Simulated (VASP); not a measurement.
MgTe, 2 atoms in the cell. The structure is cubic, space group F-43m (No. 216). The conventional cell has a = 6.439 Å, b = 6.439 Å, c = 6.439 Å, α = 90.00°, β = 90.00°, γ = 90.00°. Within 3.7 Å of Mg (site symmetry -43m) lie 4 Te at 2.79 Å. Within 3.7 Å of Te (site symmetry -43m) lie 4 Mg at 2.79 Å. 

* Program: VASP 6.6.1
* Task: single point
* Functional: PBEsol
* Potentials or basis: VASP PAW PBE potentials, release 64 (Mg, Te)
* Cutoff: 600 eV
* k mesh: 8 × 8 × 8
* Occupations: gaussian, width 0.02 eV
* Spin: no spin polarisation
* Dipole correction: no
* Further INCAR settings: ALGO = Normal; EDIFF = 1e-06; NBANDS = 11

Potentials or basis: VASP PAW PBE potentials, release 64 (Mg, Te).

The run is started by

```console
$ cat potpaw_PBE.64/Mg/POTCAR potpaw_PBE.64/Te/POTCAR > POTCAR
$ mpirun -np 1 vasp_std > vasp.out
```

Hardware: 1 thread of Intel(R) Xeon(R) Platinum 8259CL CPU @ 2.50GHz (Skylake/Cascade Lake), with other jobs on the host.

Question: Estimate the wall time of this run.

Answer: Run time: 18 s on 1 thread of Intel(R) Xeon(R) Platinum 8259CL CPU @ 2.50GHz (Skylake/Cascade Lake), on a shared host, peak memory 0.21 GiB. Counts: scf iterations 12, k points 29.
